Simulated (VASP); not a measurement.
# GaP (R-3m) in VASP: notebook

Runs on GaP. Level: PBE. Tasks: single point.

All numbers are computed with VASP 6.6.1; they aren't measurements. Logs are shortened: lines on timing, memory, paths and dates and some standing lists are left out, and cuts for length are marked.

### Step 1. The cell of the first run

The structure is trigonal, space group R-3m (No. 166). Conventional cell: a = 4.028 Å, b = 4.028 Å, c = 20.836 Å, α = 90.00°, β = 90.00°, γ = 120.00°. Within 3.3 Å of Ga (site symmetry 3m) lie 3 P at 2.51 Å and 1 Ga at 2.68 Å. P (site symmetry 3m) has 1 P at 2.40 Å and 3 Ga at 2.51 Å within 3.2 Å.

### Step 2. Single point, PBE (volume 24.392 Å^3 an atom, c/a of the conventional cell 5.1734)

Contents of INCAR:

```
SYSTEM = GaP
  ALGO = Normal
  EDIFF = 1E-6
  ENCUT = 520
  GGA = PE
  ISIF = 2
  ISMEAR = 0
  LASPH = .TRUE.
  LCHARG = .FALSE.
  LREAL = .FALSE.
  LWAVE = .FALSE.
  NBANDS = 26
  NELM = 60
  PREC = Accurate
  SIGMA = 0.05
```

Contents of KPOINTS:

```
k-points
0
G
  9 9 9
  0 0 0
```

Contents of POSCAR:

```
GaP
1.0
    2.0137736784      1.1626527753      6.9453711653
   -2.0137736784      1.1626527753      6.9453711653
    0.0000000000     -2.3253055507      6.9453711653
Ga P
2 2
Direct
    0.4355841032      0.4355841032      0.4355841032
    0.5644158968      0.5644158968      0.5644158968
    0.0575077006      0.0575077006      0.0575077006
    0.9424922994      0.9424922994      0.9424922994
```

Potentials or basis: VASP PAW PBE potentials, release 64 (Ga_d, P).

Command:

```console
cat potpaw_PBE.64/Ga_d/POTCAR potpaw_PBE.64/P/POTCAR > POTCAR
mpirun -np 1 vasp_std > vasp.out
```

OUTCAR:

```text
SYSTEM = GaP
   EDIFF = 1E-6
   ENCUT = 520
   GGA = PE
   ISIF = 2
   ISMEAR = 0
   LASPH = .TRUE.
   LREAL = .FALSE.
   NELM = 60
   PREC = Accurate

 ion  position               nearest neighbor table
   1  0.436  0.436  0.436-   3 2.51   3 2.51   3 2.51   2 2.68
   2  0.564  0.564  0.564-   4 2.51   4 2.51   4 2.51   1 2.68
   3  0.058  0.058  0.058-   4 2.40   1 2.51   1 2.51   1 2.51
   4  0.942  0.942  0.942-   3 2.40   2 2.51   2 2.51   2 2.51

  LATTYP: Found a trigonal (rhomboedric) cell.
 ALAT       =     7.3242901723
 COS(alpha) =     0.8488109869

  Lattice vectors:

 A1 = (   2.0137736784,   1.1626527753,   6.9453711653)
 A2 = (  -2.0137736784,   1.1626527753,   6.9453711653)
 A3 = (   0.0000000000,  -2.3253055507,   6.9453711653)

Analysis of symmetry for initial positions (statically):
=====================================================================
 Subroutine PRICEL returns:
 Original cell was already a primitive cell.

 Routine SETGRP: Setting up the symmetry group for a
 trigonal (rhombohedral) supercell.

 Subroutine GETGRP returns: Found 12 space group operations
 (whereof 12 operations were pure point group operations)
 out of a pool of 12 trial point group operations.

The static configuration has the point symmetry D_3d.

Analysis of symmetry for dynamics (positions and initial velocities):
=====================================================================
 Subroutine PRICEL returns:
 Original cell was already a primitive cell.

 Routine SETGRP: Setting up the symmetry group for a
 trigonal (rhombohedral) supercell.

 Subroutine GETGRP returns: Found 12 space group operations
 (whereof 12 operations were pure point group operations)
 out of a pool of 12 trial point group operations.

The dynamic configuration has the point symmetry D_3d.

 Subroutine INISYM returns: Found 12 space group operations
 (whereof 12 operations are pure point group operations),
 and found     1 'primitive' translations

----------------------------------------------------------------------------------------

                                     Primitive cell

  volume of cell :      97.5680

  direct lattice vectors                    reciprocal lattice vectors
     2.013773678  1.162652775  6.945371165     0.248290066  0.143350337  0.047993595
    -2.013773678  1.162652775  6.945371165    -0.248290066  0.143350337  0.047993595
     0.000000000 -2.325305551  6.945371165     0.000000000 -0.286700673  0.047993595

  length of vectors
     7.324290172  7.324290172  7.324290172     0.290689974  0.290689974  0.290689974

  position of ions in fractional coordinates (direct lattice)
     0.435584103  0.435584103  0.435584103
     0.564415897  0.564415897  0.564415897
     0.057507701  0.057507701  0.057507701
     0.942492299  0.942492299  0.942492299

  ion indices of the primitive-cell ions
   primitive index   ion index
                 1           1
                 2           2
                 3           3
                 4           4

----------------------------------------------------------------------------------------

 KPOINTS: k-points

Automatic generation of k-mesh.
 Grid dimensions read from file:
 generate k-points for:    9    9    9

 Generating k-lattice:

  Cartesian coordinates                     Fractional coordinates (reciprocal lattice)
     0.027587785  0.015927815  0.005332622     0.111111111  0.000000000  0.000000000
    -0.027587785  0.015927815  0.005332622     0.000000000  0.111111111  0.000000000
     0.000000000 -0.031855630  0.005332622     0.000000000  0.000000000  0.111111111

  Length of vectors
     0.032298886  0.032298886  0.032298886

  Shift w.r.t. Gamma in fractional coordinates (k-lattice)
     0.000000000  0.000000000  0.000000000

 Subroutine IBZKPT returns following result:
 ===========================================

 Found     85 irreducible k-points:

 Following reciprocal coordinates:
            Coordinates               Weight
  0.000000  0.000000  0.000000      1.000000
  0.111111  0.000000  0.000000      6.000000
  0.222222  0.000000 -0.000000      6.000000
  0.333333  0.000000  0.000000      6.000000
  0.444444  0.000000 -0.000000      6.000000
  0.111111  0.111111  0.000000      6.000000
[... 16 lines left out ...]
 -0.333333  0.333333  0.000000      6.000000
  0.444444  0.444444 -0.000000      6.000000
 [... further k-points ...]
   k-points           NKPTS =     85   k-points in BZ     NKDIM =     85   number of bands    NBANDS=     26
   number of dos      NEDOS =    301   number of ions     NIONS =      4
   total plane-waves  NPLWV = 157464
   dimension x,y,z NGX =    54 NGY =   54 NGZ =   54
   dimension x,y,z NGXF=   108 NGYF=  108 NGZF=  108
   ions per type =               2   2
   NGX,Y,Z   is equivalent  to a cutoff of  12.26, 12.26, 12.26 a.u.
   NGXF,Y,Z  is equivalent  to a cutoff of  24.51, 24.51, 24.51 a.u.
 SYSTEM =  GaP
   PREC   = accura    normal or accurate (medium, high low for compatibility)
   ISTART =      0    job   : 0-new  1-cont  2-samecut
   ICHARG =      2    charge: 1-file 2-atom 10-const
   ISPIN  =      1    spin polarized calculation?
   LNONCOLLINEAR =      F non collinear calculations
   LSORBIT =      F    spin-orbit coupling
   LASPH  =      T    aspherical Exc in radial PAW
   ENCUT  =  520.0 eV  38.22 Ry    6.18 a.u.  13.62 13.62 13.62*2*pi/ulx,y,z
   NELM   =     60;   NELMIN=  2; NELMDL= -5     # of ELM steps
   EDIFF  = 0.1E-05   stopping-criterion for ELM
   LREAL  =      F    real-space projection
   EDIFFG = 0.1E-04   stopping-criterion for IOM
   NSW    =      0    number of steps for IOM
   IBRION =     -1    ionic relax: 0-MD 1-quasi-New 2-CG
   NFREE  =      0    steps in history (QN), initial steepest desc. (CG)
   ISIF   =      2    stress and relaxation
   ISYM   =      2    0-nonsym 1-usesym 2-fastsym
   POTIM  = 0.5000    time-step for ionic-motion
   TEBEG  =    0.0;   TEEND  =   0.0 temperature during run
   PSTRESS=    0.0 pullay stress
   NELECT =      36.0000    total number of electrons
   NUPDOWN=      -1.0000    fix difference up-down
   EMIN   =  10.00;   EMAX   =-10.00  energy-range for DOS
   EFERMI =   0.00;   METHOD = LEGACY
   ISMEAR =     0;   SIGMA  =   0.05  broadening in eV -4-tet -1-fermi 0-gaus
   EFERMI_NEDOS =   21; number of points for ismear=-14 and -15
   IALGO  =     38    algorithm
   IMIX   =      4    mixing-type and parameters
     AMIX     =   0.40;   BMIX     =  1.00
     AMIX_MAG =   1.60;   BMIX_MAG =  1.00
  volume/ion in A,a.u.               =      24.39       164.61
  Fermi-wavevector in a.u.,A,eV,Ry     =   1.174194  2.218905 18.758782  1.378732
  Thomas-Fermi vector in A             =   2.310595
   LORBIT       =      0    0 simple, 1 ext, 2 COOP (PROOUT), +10 PAW based schemes
   GGA     = PE    functional components
   LHFCALC =     F    Hartree Fock is set to
   AEXX    =    0.0000 exact exchange contribution
   IVDW    =     0    specifies the selected vdW correction
   LEPSILON=     F    determine dielectric tensor
   LRPA    =     F    only Hartree local field effects (RPA)
 non-spin polarized calculation
 Gauss-broadening in eV      SIGMA  =   0.05
  energy-cutoff  :      520.00
  volume of cell :       97.57
 maximum number of plane-waves:      2657
   NGX = 27   NGY = 27   NGZ = 27

 number of electron      36.0000002 magnetization

 Free energy of the ion-electron system (eV)
  ---------------------------------------------------
  ext. energy  EPLUGINS =         0.00000000
  ---------------------------------------------------
  free energy    TOTEN  =       -17.31556513 eV

  energy without entropy =      -17.31549556  energy(sigma->0) =      -17.31553035

 E-fermi :   3.3213     XC(G=0):  -9.0203

 val. band max:        3.2667173511   @ k =   0.0000   0.0000   0.0000
 cond. band min:       3.3508466799   @ k =   0.0000   0.0000   0.0000
 fundamental gap:      0.0841293288
 Fermi energy:         3.3212862762

 k-point     1 :       0.0000    0.0000    0.0000
  band No.  band energies     occupation
      1     -11.2998      2.00000
      2     -11.2310      2.00000
      3     -11.2310      2.00000
      4     -11.2262      2.00000
      5     -11.2262      2.00000
      6     -11.1893      2.00000
[... 18 lines left out ...]
     25       7.8284      0.00000
     26      10.8985      0.00000

 k-point     2 :       0.1111    0.0000    0.0000
  band No.  band energies     occupation
      1     -11.2983      2.00000
      2     -11.2378      2.00000
      3     -11.2305      2.00000
      4     -11.2297      2.00000
      5     -11.2228      2.00000
      6     -11.1904      2.00000
[... 18 lines left out ...]
     25       8.1839      0.00000
     26      11.3003      0.00000

 k-point     3 :       0.2222    0.0000   -0.0000
  band No.  band energies     occupation
      1     -11.2950      2.00000
      2     -11.2544      2.00000
      3     -11.2397      2.00000
      4     -11.2268      2.00000
      5     -11.2142      2.00000
      6     -11.1935      2.00000
[... 18 lines left out ...]
     25       9.0402      0.00000
     26      10.1938      0.00000

 k-point     4 :       0.3333    0.0000    0.0000
  band No.  band energies     occupation
      1     -11.2928      2.00000
      2     -11.2724      2.00000
      3     -11.2475      2.00000
      4     -11.2247      2.00000
      5     -11.2046      2.00000
      6     -11.1973      2.00000
[... 18 lines left out ...]
     25       9.6729      0.00000
     26       9.7397      0.00000

 k-point     5 :       0.4444    0.0000   -0.0000
  band No.  band energies     occupation
      1     -11.2920      2.00000
      2     -11.2846      2.00000
      3     -11.2507      2.00000
      4     -11.2238      2.00000
      5     -11.1999      2.00000
      6     -11.1983      2.00000
[... 18 lines left out ...]
     25       9.2246      0.00000
     26       9.5370      0.00000

 k-point     6 :       0.1111    0.1111    0.0000
  band No.  band energies     occupation
      1     -11.2982      2.00000
      2     -11.2371      2.00000
      3     -11.2309      2.00000
      4     -11.2299      2.00000
      5     -11.2227      2.00000
      6     -11.1905      2.00000
[... 427 lines left out ...]
 k-point    21 :       0.4444    0.3333    0.0000
  band No.  band energies     occupation
      1     -11.2910      2.00000
      2     -11.2641      2.00000
      3     -11.2629      2.00000
      4     -11.2252      2.00000
      5     -11.2051      2.00000
      6     -11.1943      2.00000
[... 18 lines left out ...]
     25      10.4948      0.00000
     26      11.1026      0.00000

 k-point    22 :      -0.4444    0.3333    0.0000
  band No.  band energies     occupation
      1     -11.2865      2.00000
      2     -11.2709      2.00000
      3     -11.2645      2.00000
      4     -11.2227      2.00000
      5     -11.2108      2.00000
      6     -11.1885      2.00000
[... 18 lines left out ...]
     25      10.4681      0.00000
     26      10.8303      0.00000

 k-point    23 :      -0.3333    0.3333    0.0000
  band No.  band energies     occupation
      1     -11.2851      2.00000
      2     -11.2749      2.00000
      3     -11.2632      2.00000
      4     -11.2176      2.00000
      5     -11.2174      2.00000
      6     -11.1828      2.00000
[... 18 lines left out ...]
     25      10.1631      0.00000
     26      10.6277      0.00000

 k-point    24 :       0.4444    0.4444   -0.0000
  band No.  band energies     occupation
      1     -11.2929      2.00000
      2     -11.2687      2.00000
      3     -11.2616      2.00000
      4     -11.2258      2.00000
      5     -11.1999      2.00000
      6     -11.1978      2.00000
[... 18 lines left out ...]
     25      11.0792      0.00000
     26      11.8921      0.00000

 [... further k-points ...]
[... 5 lines left out ...]
  --------------------------------------------------------------------------------------
  -------------------------------------------------------------------------------------
  Total       -3.4128398     -3.4128398     -6.9879457      0.0000000      0.0000000      0.0000000
  in kB      -56.0427039    -56.0427039   -114.7500021      0.0000000      0.0000000      0.0000000
  external PRESSURE =     -75.6118033 kB  Pullay stress =       0.0000000 kB

 VOLUME and BASIS-vectors are now :
 -----------------------------------------------------------------------------
  energy-cutoff  :      520.00
  volume of cell :       97.57
      direct lattice vectors                 reciprocal lattice vectors
     2.013773678  1.162652775  6.945371165     0.248290066  0.143350337  0.047993595
    -2.013773678  1.162652775  6.945371165    -0.248290066  0.143350337  0.047993595
     0.000000000 -2.325305551  6.945371165     0.000000000 -0.286700673  0.047993595

 POSITION                                       TOTAL-FORCE (eV/Angst)
 -----------------------------------------------------------------------------------
      0.00000     -0.00000      9.07588         0.000000      0.000000     -0.108622
      0.00000     -0.00000     11.76023         0.000000     -0.000000      0.108622
      0.00000     -0.00000      1.19824         0.000000      0.000000     -0.452251
      0.00000     -0.00000     19.63788         0.000000     -0.000000      0.452251
 -----------------------------------------------------------------------------------
    total drift:                                0.000000      0.000000      0.000000

  FREE ENERGIE OF THE ION-ELECTRON SYSTEM (eV)
  ---------------------------------------------------
  free  energy   TOTEN  =       -17.3155651271 eV

  energy  without entropy=      -17.3154955637  energy(sigma->0) =      -17.31553035
```

Wall time 6.6 min (1 thread of Intel Xeon 6975P-C (Granite Rapids), shared host); peak memory 0.5 GiB.

What came out:

```
Free energy            : -17.3156 eV
Pressure               : -7.6 GPa
Largest force          : 0.452 eV/Å
Band gap on the k mesh : 0.08 eV, direct
```

Forces on the atoms (eV/Å):
```
Ga   0.000  0.000 -0.109
Ga   0.000  0.000  0.109
P    0.000  0.000 -0.452
P    0.000  0.000  0.452
```

Stress tensor (GPa, compression positive):
```
 -5.60   0.00   0.00
  0.00  -5.60   0.00
  0.00   0.00 -11.48
```

 A k mesh can miss the band edges.

### Step 3. Single point, PBE (volume 24.392 Å^3 an atom, c/a of the conventional cell 4.5857)

Contents of INCAR:

```
SYSTEM = GaP
PREC = Accurate
ENCUT = 520
EDIFF = 1E-6
ISMEAR = 0
SIGMA = 0.05
LREAL = .False.
LASPH = .True.
NELM = 80
ALGO = Normal
ISIF = 2
LWAVE = .False.
LCHARG = .False.
GGA = PE
NBANDS = 26
```

Contents of KPOINTS:

```
Automatic mesh
0
Gamma
  9 9 9
  0 0 0
```

Contents of POSCAR:

```
GaP
1.0
    2.0963677327      1.2103384748      6.4088756746
   -2.0963677327      1.2103384748      6.4088756746
    0.0000000000     -2.4206769496      6.4088756746
Ga P
2 2
Direct
    0.4355841032      0.4355841032      0.4355841032
    0.5644158968      0.5644158968      0.5644158968
    0.0575077006      0.0575077006      0.0575077006
    0.9424922994      0.9424922994      0.9424922994
```

Potentials or basis: VASP PAW PBE potentials, release 64 (Ga_d, P).

Command:

```console
cat potpaw_PBE.64/Ga_d/POTCAR potpaw_PBE.64/P/POTCAR > POTCAR
mpirun -np 1 vasp_std > vasp.out
```

It took 4.2 min on 1 thread of Intel Xeon 6975P-C (Granite Rapids), shared host; peak memory 0.5 GiB.

The run converged. Its results:

```yaml
Free_energy: -17.2689 eV
Pressure: -6.3 GPa
Largest_force: 0.474 eV/Å
Band_gap_on_the_k_mesh: 0.15 eV, indirect (least direct gap 0.21 eV)
```

Forces in eV/Å, atoms in the order of the input:
```
Ga   0.000  0.000 -0.474
Ga   0.000  0.000  0.474
P    0.000  0.000  0.357
P    0.000  0.000 -0.357
```

Stress tensor (GPa, compression positive):
```
-9.20  0.00  0.00
 0.00 -9.20  0.00
 0.00  0.00 -0.64
```

Levels at points of the mesh, in eV from the valence-band top:
```
           k point  band 15  band 16  band 17  band 18  band 19  band 20  band 21  band 22
(0.00, 0.00, 0.00)    -1.90    -0.58     0.00     0.00     0.35     0.65     3.22     3.22
```

 A k mesh can miss the band edges.
